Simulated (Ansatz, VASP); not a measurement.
**NaH: VASP beside Ansatz**

```
Na H
1.0
     0.00000    2.41637    2.41637
     2.41637    0.00000    2.41637
     2.41637    2.41637    0.00000
Na H
1 1
Direct
  0.00000 0.00000 0.00000
  0.50000 0.50000 0.50000
```

Alike in both runs: task single point; functional PBE; k mesh 12 × 12 × 12; occupations gaussian, width 0.05 eV; no spin polarisation.

```csv
,VASP,Ansatz
version,VASP 6.6.1,Ansatz 0.2.0
potentials or method,"VASP PAW PBE potentials, release 64 (Na_pv, H), cutoff 520 eV","scalar-relativistic, plane waves, PAW"
valence electrons in the cell,8,10
```

|  | VASP | Ansatz | Ansatz less VASP |
| --- | --- | --- | --- |
| pressure (GPa) | 0.0 | 0.0 | +0.03 |

With one functional, cell and mesh, what is left measures potentials, basis and numerics. VASP's potentials hold 8 valence electrons a cell and Ansatz's 10, so a difference there can come from the potentials and not from the codes.
